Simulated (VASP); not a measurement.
## Zr7Ge: single point with PBE

The system is Zr7Ge.

```
CELL_PARAMETERS angstrom
0.00000 4.43894 4.43894
4.43894 0.00000 4.43894
4.43894 4.43894 0.00000
ATOMIC_POSITIONS crystal
Zr 0.50000 0.50000 0.50000
Zr 0.50000 0.00000 0.00000
Zr 0.50000 0.00000 0.50000
Zr 0.00000 0.50000 0.50000
Zr 0.00000 0.50000 0.00000
Zr 0.50000 0.50000 0.00000
Zr 0.00000 0.00000 0.50000
Ge 0.00000 0.00000 0.00000
```

The cell was built from a structure type or drawn by symmetry, and may not be a known phase.

```json
{"Program": "VASP 6.6.1", "Task": "single point", "Functional": "PBE", "Potentials or basis": "VASP PAW PBE potentials, release 64 (Zr_sv, Ge_d)", "Cutoff": "500 eV", "k mesh": "4 × 4 × 4", "Occupations": "gaussian, width 0.2 eV", "Spin": "no spin polarisation", "Dipole correction": "no", "Further INCAR settings": "ALGO = Normal; EDIFF = 1e-06; NBANDS = 59"}
```

The pressure is 0.1 GPa and the band gap on the k mesh is zero (bands 49 and 50 overlap by 1.14 eV).

Levels at points of the mesh, in eV from the Fermi level:
| k point | band 45 | band 46 | band 47 | band 48 | band 49 | band 50 | band 51 | band 52 | band 53 | band 54 |
| --- | --- | --- | --- | --- | --- | --- | --- | --- | --- | --- |
| (0.00, 0.00, 0.00) | -1.18 | -1.18 | -1.18 | 0.83 | 0.83 | 0.83 | 0.91 | 0.91 | 0.91 | 1.45 |
| (0.50, 0.00, 0.00) | -1.12 | -0.31 | -0.31 | -0.25 | -0.25 | -0.19 | 0.09 | 0.44 | 0.68 | 0.68 |
| (0.50, 0.50, 0.00) | -0.93 | -0.51 | -0.39 | -0.39 | -0.35 | -0.20 | -0.20 | 0.28 | 0.77 | 0.77 |

It took 120 s on 1 thread of Intel(R) Xeon(R) Platinum 8559C (Emerald Rapids) (shared host), peak memory 0.33 GiB.
